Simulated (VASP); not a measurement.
Write the native input for VASP 6.6.1 that does the following.

```yaml
Task: single point
Functional: revPBE
Potentials_or_basis: VASP PAW PBE potentials, release 64 (Ca_sv)
Cutoff: 520 eV
k_mesh: 16 × 16 × 16
Occupations: fermi-dirac, width 0.1 eV
Spin: no spin polarisation
Dipole_correction: no
Further_INCAR_settings: ALGO = Normal; EDIFF = 1e-07; NBANDS = 11
```

The structure of Ca lies in POSCAR:

```
Ca
1.0
    0.0000000000      2.8373550071      2.8373550071
    2.8373550071      0.0000000000      2.8373550071
    2.8373550071      2.8373550071      0.0000000000
Ca
1
Direct
    0.0000000000      0.0000000000      0.0000000000
```

This cell differs from its parent crystal: volume scaled by 1.04.

One way to write it, as run:

INCAR

```
PREC = Accurate ; ENCUT = 520
EDIFF = 1E-7 ; ISMEAR = -1
SIGMA = 0.1 ; LREAL = F
LASPH = T ; NELM = 100
ALGO = Normal ; ISIF = 2
LWAVE = F ; LCHARG = F
GGA = RE ; NBANDS = 11
```

KPOINTS

```
Automatic mesh
0
Gamma
  16 16 16
```

Potentials or basis: VASP PAW PBE potentials, release 64 (Ca_sv).

The run is started by

```console
$ cat potpaw_PBE.64/Ca_sv/POTCAR > POTCAR
$ mpirun -np 1 vasp_std > vasp.out
```

It gave:

```json
{"Pressure": "-0.6 GPa", "Band gap on the k mesh": "zero (band 5 reaches 1.99 eV, above the bottom of band 6 at 1.51 eV)"}
```

Caveat: the PAW data sets were made with another functional, which shifts forces and pressure a little.

It took 39 s on 1 thread of Intel(R) Xeon(R) Platinum 8559C (Emerald Rapids) (shared host), peak memory 0.21 GiB.
